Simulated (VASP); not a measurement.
# CuO (C2/c) in VASP: a series of runs

CuO is run at these levels: PBEsol+D4, revPBE, r2SCAN; tasks: single point.

All numbers are computed with VASP 6.6.1; they aren't measurements. Logs are shortened: lines on timing, memory, paths and dates and some standing lists are left out, and cuts for length are marked.

### 1 The cell of the first run

It takes space group C2/c (No. 15, monoclinic). Conventional cell: a = 4.776 Å, b = 3.490 Å, c = 5.229 Å, α = 90.00°, β = 99.54°, γ = 90.00°. Within 2.6 Å of Cu (site symmetry -1) lie 4 O at 1.99 to 2.00 Å. O (site symmetry 2) has 4 Cu at 1.99 to 2.00 Å and 2 O at 2.68 Å within 2.7 Å.

### 2 Single point, PBEsol+D4

INCAR

```
SYSTEM = CuO
  PREC = Accurate
  ENCUT = 520
  EDIFF = 1E-6
  ISMEAR = -1
  SIGMA = 0.05
  LREAL = .FALSE.
  LASPH = .TRUE.
  NELM = 100
  ALGO = Normal
  ISIF = 2
  LWAVE = .FALSE.
  LCHARG = .FALSE.
  GGA = PS
  IVDW = 13
  NBANDS = 25
```

KPOINTS

```
Automatic mesh
0
G
  10 10 5
  0 0 0
```

POSCAR

```
CuO
1.0
    2.3877802882     -1.7448634230      0.0000000000
    2.3877802882      1.7448634230      0.0000000000
   -0.8666988638      0.0000000000      5.1570684890
Cu O
2 2
Direct
    0.5000000000      0.0000000000      0.5000000000
    0.0000000000      0.5000000000      0.0000000000
    0.4184000000      0.5816000000      0.7500000000
    0.5816000000      0.4184000000      0.2500000000
```

Potentials or basis: VASP PAW PBE potentials, release 64 (Cu, O).

Started as:

```
> cat potpaw_PBE.64/Cu/POTCAR potpaw_PBE.64/O/POTCAR > POTCAR
> mpirun -np 1 vasp_std > vasp.out
```

OUTCAR:

```text
SYSTEM = CuO
   PREC = Accurate
   ENCUT = 520
   EDIFF = 1E-6
   ISMEAR = -1
   LREAL = .FALSE.
   LASPH = .TRUE.
   NELM = 100
   ISIF = 2
   GGA = PS
   IVDW = 13

 ion  position               nearest neighbor table
   1  0.500  0.000  0.500-   3 1.99   4 1.99   4 2.00   3 2.00
   2  0.000  0.500  0.000-   4 1.99   3 1.99   4 2.00   3 2.00
   3  0.418  0.582  0.750-   2 1.99   1 1.99   2 2.00   1 2.00
   4  0.582  0.418  0.250-   1 1.99   2 1.99   2 2.00   1 2.00

  LATTYP: Found a base centered monoclinic cell.
 ALAT       =     4.7755605764
 B/A-ratio  =     0.7307470589
 C/A-ratio  =     1.0950317057
 COS(beta)  =    -0.1657361228

  Lattice vectors:

 A1 = (   2.3877802882,  -1.7448634230,   0.0000000000)
 A2 = (   2.3877802882,   1.7448634230,   0.0000000000)
 A3 = (  -0.8666988638,   0.0000000000,   5.1570684890)

Analysis of symmetry for initial positions (statically):
=====================================================================
 Subroutine PRICEL returns:
 Original cell was already a primitive cell.

 Routine SETGRP: Setting up the symmetry group for a
 base centered monoclinic supercell.

 Subroutine GETGRP returns: Found  4 space group operations
 (whereof  2 operations were pure point group operations)
 out of a pool of  4 trial point group operations.

The static configuration has the point symmetry S_2 .
 The point group associated with its full space group is C_2h.

Analysis of symmetry for dynamics (positions and initial velocities):
=====================================================================
 Subroutine PRICEL returns:
 Original cell was already a primitive cell.

 Routine SETGRP: Setting up the symmetry group for a
 base centered monoclinic supercell.

 Subroutine GETGRP returns: Found  4 space group operations
 (whereof  2 operations were pure point group operations)
 out of a pool of  4 trial point group operations.

The dynamic configuration has the point symmetry S_2 .
 The point group associated with its full space group is C_2h.

 Subroutine INISYM returns: Found  4 space group operations
 (whereof  2 operations are pure point group operations),
 and found     1 'primitive' translations

----------------------------------------------------------------------------------------

                                     Primitive cell

  volume of cell :      42.9723

  direct lattice vectors                    reciprocal lattice vectors
     2.387780288 -1.744863423  0.000000000     0.209399501 -0.286555379  0.035191759
     2.387780288  1.744863423  0.000000000     0.209399501  0.286555379  0.035191759
    -0.866698864  0.000000000  5.157068489     0.000000000  0.000000000  0.193908613

  length of vectors
     2.957370973  2.957370973  5.229390244     0.356651926  0.356651926  0.193908613

  position of ions in fractional coordinates (direct lattice)
     0.500000000  0.000000000  0.500000000
     0.000000000  0.500000000  0.000000000
     0.418400000  0.581600000  0.750000000
     0.581600000  0.418400000  0.250000000

  ion indices of the primitive-cell ions
   primitive index   ion index
                 1           1
                 2           2
                 3           3
                 4           4

----------------------------------------------------------------------------------------

 KPOINTS: Automatic mesh

Automatic generation of k-mesh.
 Grid dimensions read from file:
 generate k-points for:   10   10    5

 Generating k-lattice:

  Cartesian coordinates                     Fractional coordinates (reciprocal lattice)
     0.020939950 -0.028655538  0.003519176     0.100000000  0.000000000  0.000000000
     0.020939950  0.028655538  0.003519176     0.000000000  0.100000000  0.000000000
     0.000000000  0.000000000  0.038781723     0.000000000  0.000000000  0.200000000

  Length of vectors
     0.035665193  0.035665193  0.038781723

  Shift w.r.t. Gamma in fractional coordinates (k-lattice)
     0.000000000  0.000000000  0.000000000

 Subroutine IBZKPT returns following result:
 ===========================================

 Found    141 irreducible k-points:

 Following reciprocal coordinates:
            Coordinates               Weight
  0.000000  0.000000  0.000000      1.000000
  0.100000 -0.000000 -0.000000      4.000000
  0.200000 -0.000000 -0.000000      4.000000
  0.300000 -0.000000 -0.000000      4.000000
  0.400000  0.000000 -0.000000      4.000000
  0.500000 -0.000000 -0.000000      2.000000
[... 16 lines left out ...]
  0.300000  0.300000 -0.000000      2.000000
  0.400000  0.300000 -0.000000      4.000000
 [... further k-points ...]
   k-points           NKPTS =    141   k-points in BZ     NKDIM =    141   number of bands    NBANDS=     25
   number of dos      NEDOS =    301   number of ions     NIONS =      4
   total plane-waves  NPLWV =  23040
   dimension x,y,z NGX =    24 NGY =   24 NGZ =   40
   dimension x,y,z NGXF=    48 NGYF=   48 NGZF=   80
   ions per type =               2   2
   NGX,Y,Z   is equivalent  to a cutoff of  13.49, 13.49, 12.72 a.u.
   NGXF,Y,Z  is equivalent  to a cutoff of  26.98, 26.98, 25.43 a.u.
 SYSTEM =  CuO
   PREC   = accura    normal or accurate (medium, high low for compatibility)
   ISTART =      0    job   : 0-new  1-cont  2-samecut
   ICHARG =      2    charge: 1-file 2-atom 10-const
   ISPIN  =      1    spin polarized calculation?
   LNONCOLLINEAR =      F non collinear calculations
   LSORBIT =      F    spin-orbit coupling
   LASPH  =      T    aspherical Exc in radial PAW
   ENCUT  =  520.0 eV  38.22 Ry    6.18 a.u.   5.50  5.50  9.72*2*pi/ulx,y,z
   NELM   =    100;   NELMIN=  2; NELMDL= -5     # of ELM steps
   EDIFF  = 0.1E-05   stopping-criterion for ELM
   LREAL  =      F    real-space projection
   EDIFFG = 0.1E-04   stopping-criterion for IOM
   NSW    =      0    number of steps for IOM
   IBRION =     -1    ionic relax: 0-MD 1-quasi-New 2-CG
   NFREE  =      0    steps in history (QN), initial steepest desc. (CG)
   ISIF   =      2    stress and relaxation
   ISYM   =      2    0-nonsym 1-usesym 2-fastsym
   POTIM  = 0.5000    time-step for ionic-motion
   TEBEG  =    0.0;   TEEND  =   0.0 temperature during run
   PSTRESS=    0.0 pullay stress
   NELECT =      34.0000    total number of electrons
   NUPDOWN=      -1.0000    fix difference up-down
   EMIN   =  10.00;   EMAX   =-10.00  energy-range for DOS
   EFERMI =   0.00;   METHOD = LEGACY
   ISMEAR =    -1;   SIGMA  =   0.05  broadening in eV -4-tet -1-fermi 0-gaus
   EFERMI_NEDOS =   21; number of points for ismear=-14 and -15
   IALGO  =     38    algorithm
   IMIX   =      4    mixing-type and parameters
     AMIX     =   0.40;   BMIX     =  1.00
     AMIX_MAG =   1.60;   BMIX_MAG =  1.00
  volume/ion in A,a.u.               =      10.74        72.50
  Fermi-wavevector in a.u.,A,eV,Ry     =   1.514159  2.861346 31.193784  2.292678
  Thomas-Fermi vector in A             =   2.623854
   LORBIT       =      0    0 simple, 1 ext, 2 COOP (PROOUT), +10 PAW based schemes
   GGA     = PS    functional components
   LHFCALC =     F    Hartree Fock is set to
   AEXX    =    0.0000 exact exchange contribution
   IVDW    =    13    specifies the selected vdW correction
   LEPSILON=     F    determine dielectric tensor
   LRPA    =     F    only Hartree local field effects (RPA)
 non-spin polarized calculation
  energy-cutoff  :      520.00
  volume of cell :       42.97
 maximum number of plane-waves:      1175
 NGX is ok and might be reduce to    24
   NGX = 11   NGY = 11   NGZ = 19

 number of electron      34.0000007 magnetization

 Free energy of the ion-electron system (eV)
  ---------------------------------------------------
  ext. energy  EPLUGINS =         0.00000000
  ---------------------------------------------------
  free energy    TOTEN  =       -21.25196605 eV

  energy without entropy =      -21.23182737  energy(sigma->0) =      -21.24189671

 E-fermi :   4.7718     XC(G=0): -11.8544

 val. band max:        4.7713782609   @ k =   0.5000  -0.0000  -0.0000
 cond. band min:       4.7782133998   @ k =   0.3000   0.2000   0.4000
 fundamental gap:      0.0068351389
 Fermi energy:         4.7718082034

 k-point     1 :       0.0000    0.0000    0.0000
  band No.  band energies     occupation
      1     -14.5530      2.00000
      2     -13.3510      2.00000
      3      -2.8671      2.00000
      4      -0.3857      2.00000
      5      -0.0002      2.00000
      6       1.7342      2.00000
[... 17 lines left out ...]
     24      20.7568      0.00000
     25      21.0593      0.00000

 k-point     2 :       0.1000   -0.0000   -0.0000
  band No.  band energies     occupation
      1     -14.4918      2.00000
      2     -13.3305      2.00000
      3      -2.7620      2.00000
      4      -0.4005      2.00000
      5      -0.0268      2.00000
      6       1.0099      2.00000
[... 17 lines left out ...]
     24      20.1887      0.00000
     25      21.1307      0.00000

 k-point     3 :       0.2000   -0.0000   -0.0000
  band No.  band energies     occupation
      1     -14.3259      2.00000
      2     -13.2763      2.00000
      3      -2.4802      2.00000
      4      -0.4544      2.00000
      5      -0.1650      2.00000
      6       0.0509      2.00000
[... 17 lines left out ...]
     24      19.3765      0.00000
     25      20.6591      0.00000

 k-point     4 :       0.3000   -0.0000   -0.0000
  band No.  band energies     occupation
      1     -14.1082      2.00000
      2     -13.2082      2.00000
      3      -2.1233      2.00000
      4      -1.0567      2.00000
      5      -0.5196      2.00000
      6      -0.0343      2.00000
[... 17 lines left out ...]
     24      18.2735      0.00000
     25      20.2726      0.00000
[... 477 lines left out ...]
 k-point    22 :      -0.2000    0.2000    0.0000
  band No.  band energies     occupation
      1     -14.0579      2.00000
      2     -13.1845      2.00000
      3      -2.0284      2.00000
      4      -0.5973      2.00000
      5      -0.5515      2.00000
      6      -0.2271      2.00000
[... 17 lines left out ...]
     24      18.1095      0.00000
     25      18.1779      0.00000

 k-point    23 :       0.3000    0.3000   -0.0000
  band No.  band energies     occupation
      1     -13.8365      2.00000
      2     -13.1560      2.00000
      3      -1.5905      2.00000
      4      -1.1414      2.00000
      5      -0.1672      2.00000
      6      -0.1217      2.00000
[... 17 lines left out ...]
     24      18.7974      0.00000
     25      19.2375      0.00000

 k-point    24 :       0.4000    0.3000   -0.0000
  band No.  band energies     occupation
      1     -13.6687      2.00000
      2     -13.1108      2.00000
      3      -1.5987      2.00000
      4      -1.3133      2.00000
      5      -0.3375      2.00000
      6      -0.1881      2.00000
[... 17 lines left out ...]
     24      17.6106      0.00000
     25      18.7413      0.00000

 [... further k-points ...]

------------------------ aborting loop because EDIFF is reached ----------------------------------------

  DFT-D4 for vdW energy calculation

  Edisp (eV):   -0.68821

  FORCE on cell =-STRESS in cart. coord.  units (eV):
  Direction    XX          YY          ZZ          XY          YZ          ZX
  --------------------------------------------------------------------------------------
  -------------------------------------------------------------------------------------
  Total      -3.75789    -2.45572    -4.43427     0.00000     0.00000     0.16567
  in kB    -140.10909   -91.55904  -165.32696     0.00000     0.00000     6.17680
  external pressure =     -132.33 kB  Pullay stress =        0.00 kB

 VOLUME and BASIS-vectors are now :
 -----------------------------------------------------------------------------
  energy-cutoff  :      520.00
  volume of cell :       42.97
      direct lattice vectors                 reciprocal lattice vectors
     2.387780288 -1.744863423  0.000000000     0.209399501 -0.286555379  0.035191759
     2.387780288  1.744863423  0.000000000     0.209399501  0.286555379  0.035191759
    -0.866698864  0.000000000  5.157068489     0.000000000  0.000000000  0.193908613

 POSITION                                       TOTAL-FORCE (eV/Angst)
 -----------------------------------------------------------------------------------
      0.76054     -0.87243      2.57853        -0.000000     -0.000000      0.000000
      1.19389      0.87243      0.00000        -0.000000      0.000000      0.000000
      1.73776      0.28476      3.86780         0.000000     -0.482203     -0.000000
      2.17111     -0.28476      1.28927         0.000000      0.482203      0.000000
 -----------------------------------------------------------------------------------
    total drift:                                0.000000      0.000000     -0.000000

  FREE ENERGIE OF THE ION-ELECTRON SYSTEM (eV)
  ---------------------------------------------------
  free  energy   TOTEN  =       -21.9401712145 eV

  energy  without entropy=      -21.9200325372  energy(sigma->0) =      -21.93010188
```

It took 58 s on 1 thread of Intel Xeon 6975P-C (Granite Rapids), shared host; peak memory 0.25 GiB.

Results:

```yaml
Free_energy: -21.9402 eV
Pressure: -13.2 GPa
Largest_force: 0.482 eV/Å
Band_gap_on_the_k_mesh: zero (bands 17 and 18 overlap by 0.60 eV)
Dispersion_energy_per_atom: -0.172 eV
```

Forces on the atoms (eV/Å):
```
Cu   0.000  0.000  0.000
Cu   0.000  0.000  0.000
O    0.000 -0.482  0.000
O    0.000  0.482  0.000
```

Stress tensor (GPa, compression positive):
```
-14.01   0.00   0.62
  0.00  -9.16   0.00
  0.62   0.00 -16.53
```

Levels at points of the mesh, in eV from the Fermi level:
| k point | band 13 | band 14 | band 15 | band 16 | band 17 | band 18 | band 19 | band 20 | band 21 | band 22 |
| --- | --- | --- | --- | --- | --- | --- | --- | --- | --- | --- |
| (0.00, 0.00, 0.00) | -2.18 | -2.03 | -1.98 | -1.52 | 0.22 | 0.90 | 1.48 | 5.86 | 7.78 | 13.02 |
| (0.50, 0.00, 0.00) | -1.88 | -1.46 | -1.36 | -1.30 | 0.00 | 0.26 | 4.80 | 5.99 | 6.66 | 10.72 |
| (0.50, 0.50, 0.00) | -1.96 | -1.95 | -1.62 | -1.11 | -0.59 | 1.01 | 3.40 | 6.80 | 8.35 | 9.53 |

Caveat: the cell stands under tension; the PAW data sets were made with another functional, which shifts forces and pressure a little; semilocal functionals often make such compounds metallic where correlation or magnetic order opens a gap, which also shifts bond lengths.

### 3 Single point, revPBE

INCAR

```
  PREC = Accurate
  ENCUT = 520
  EDIFF = 1E-6
  ISMEAR = -1
  SIGMA = 0.05
  LREAL = False
  LASPH = True
  NELM = 80
  ALGO = Normal
  ISIF = 2
  LWAVE = False
  LCHARG = False
  GGA = RE
  NBANDS = 25
```

KPOINTS

```
Automatic mesh
0
Gamma
  10 10 5
```

POSCAR is that of step 2.

Potentials or basis: VASP PAW PBE potentials, release 64 (Cu, O).

Started as:

```
> cat potpaw_PBE.64/Cu/POTCAR potpaw_PBE.64/O/POTCAR > POTCAR
> mpirun -np 1 vasp_std > vasp.out
```

It took 59 s on 1 thread of Intel Xeon 6975P-C (Granite Rapids), shared host; peak memory 0.24 GiB.

It converged, with:

| Item | Value |
| --- | --- |
| Free energy | -18.1057 eV |
| Pressure | 0.5 GPa |
| Largest force | 0.339 eV/Å |
| Band gap on the k mesh | zero (bands 17 and 18 overlap by 0.60 eV) |

Forces on the atoms (eV/Å):
```
Cu   0.000  0.000  0.000
Cu   0.000  0.000  0.000
O    0.000 -0.339  0.000
O    0.000  0.339  0.000
```

Stress tensor (GPa, compression positive):
```
 0.10  0.00 -0.25
 0.00  2.84  0.00
-0.25  0.00 -1.43
```

Levels at points of the mesh, in eV from the Fermi level:
| k point | band 14 | band 15 | band 16 | band 17 | band 18 | band 19 | band 20 | band 21 |
| --- | --- | --- | --- | --- | --- | --- | --- | --- |
| (0.00, 0.00, 0.00) | -2.06 | -2.01 | -1.55 | 0.20 | 0.89 | 1.56 | 6.04 | 7.88 |
| (0.50, 0.00, 0.00) | -1.49 | -1.39 | -1.32 | 0.01 | 0.26 | 4.96 | 6.14 | 6.75 |
| (0.50, 0.50, 0.00) | -1.97 | -1.62 | -1.14 | -0.62 | 1.01 | 3.57 | 6.96 | 8.49 |

Caveat: the PAW data sets were made with another functional, which shifts forces and pressure a little; semilocal functionals often make such compounds metallic where correlation or magnetic order opens a gap, which also shifts bond lengths. With open d or f shells a metallic result of revPBE can be an artefact of self-interaction; +U or a hybrid may open a gap.

### 4 Single point, r2SCAN

This run uses another cell than the first one, of 10.13 Å³/atom.

POSCAR

```
CuO
1.0
    2.3418500000     -1.7113000000      0.0000000000
    2.3418500000      1.7113000000      0.0000000000
   -0.8500274268      0.0000000000      5.0578693947
Cu O
2 2
Direct
    0.5000000000      0.0000000000      0.5000000000
    0.0000000000      0.5000000000      0.0000000000
    0.4184000000      0.5816000000      0.7500000000
    0.5816000000      0.4184000000      0.2500000000
```

INCAR.step1

```
SYSTEM = CuO
PREC     = Accurate       ! precision mode
ENCUT    = 520            ! plane-wave cutoff, eV
ISMEAR   = -1             ! smearing method
SIGMA    = 0.05           ! smearing width, eV
LREAL    = .False.        ! projectors in reciprocal space
LASPH    = .True.         ! aspherical terms in the spheres
NELM     = 80             ! most SCF steps
NBANDS   = 25             ! bands
GGA      = PE             ! functional
ALGO     = Normal         ! electronic algorithm
EDIFF    = 1E-4           ! SCF threshold, eV
LWAVE    = .True.         ! write WAVECAR
LCHARG   = .False.        ! write CHGCAR
```

INCAR.step2

```
SYSTEM = CuO
PREC     = Accurate       ! precision mode
ENCUT    = 520            ! plane-wave cutoff, eV
EDIFF    = 1E-7           ! SCF threshold, eV
ISMEAR   = -1             ! smearing method
SIGMA    = 0.05           ! smearing width, eV
LREAL    = .False.        ! projectors in reciprocal space
LASPH    = .True.         ! aspherical terms in the spheres
NELM     = 80             ! most SCF steps
ALGO     = Normal         ! electronic algorithm
ISIF     = 2              ! what is computed and relaxed
LWAVE    = .False.        ! write WAVECAR
LCHARG   = .False.        ! write CHGCAR
METAGGA  = R2SCAN         ! meta-GGA
LMIXTAU  = .True.       
NBANDS   = 25             ! bands
ISTART   = 1
```

KPOINTS

```
regular mesh
0
Gamma
  10 10 5
  0 0 0
```

Started as:

```
> cat potpaw_PBE.64/Cu/POTCAR potpaw_PBE.64/O/POTCAR > POTCAR
> cp INCAR.step1 INCAR
> mpirun -np 1 vasp_std > vasp.out
> cp INCAR.step2 INCAR
> mpirun -np 1 vasp_std > vasp.out
```

Wall time 4.2 min (1 thread of Intel Xeon Platinum 8488C (Sapphire Rapids), shared host); peak memory 0.26 GiB.

It converged, with:

| Quantity | Value |
| --- | --- |
| Free energy | -36.3798 eV |
| Pressure | -0.3 GPa |
| Largest force | 0.242 eV/Å |
| Band gap on the k mesh | zero (bands 17 and 18 overlap by 0.59 eV) |

Forces in eV/Å, atoms in the order of the input:
```
Cu   0.000  0.000  0.000
Cu   0.000  0.000  0.000
O    0.000 -0.242  0.000
O    0.000  0.242  0.000
```

Stress tensor (GPa, compression positive):
```
-0.68  0.00 -0.65
 0.00  1.12  0.00
-0.65  0.00 -1.47
```

Levels at points of the mesh, in eV from the Fermi level:
```
           k point  band 15  band 16  band 17  band 18  band 19  band 20
(0.00, 0.00, 0.00)    -2.35    -1.88     0.19     0.97     2.05     6.55
(0.50, 0.00, 0.00)    -1.68    -1.58     0.02     0.26     5.30     6.86
(0.50, 0.50, 0.00)    -1.70    -1.39    -0.77     1.10     3.75     7.62
```

Caveat: the PAW data sets were made with another functional, which shifts forces and pressure a little; semilocal functionals often make such compounds metallic where correlation or magnetic order opens a gap, which also shifts bond lengths.

### 5 Summary

```csv
level,cell,gap on the mesh (eV),pressure (GPa),largest force (eV/Å)
PBEsol+D4,"a = 2.957, b = 2.957, c = 5.229 Å, angles 97.7, 97.7, 72.3°, 4 atoms",none,-13.2,0.48
revPBE,"a = 2.957, b = 2.957, c = 5.229 Å, angles 97.7, 97.7, 72.3°, 4 atoms",none,0.5,0.34
r2SCAN,"a = 2.900, b = 2.900, c = 5.129 Å, angles 97.7, 97.7, 72.3°, 4 atoms",none,-0.3,0.24
```

Alike in all rows: task single point; potentials or basis VASP PAW PBE potentials, release 64 (Cu, O); no spin polarisation; k mesh 10 × 10 × 5; cutoff (eV) 520; smearing fermi-dirac 0.05 eV.

Caveats: the PAW data sets were made with another functional, which shifts forces and pressure a little; semilocal functionals often make such compounds metallic where correlation or magnetic order opens a gap, which also shifts bond lengths; the cell stands under tension (at least some runs).

Absolute energies hang on the potentials; compare differences alone.
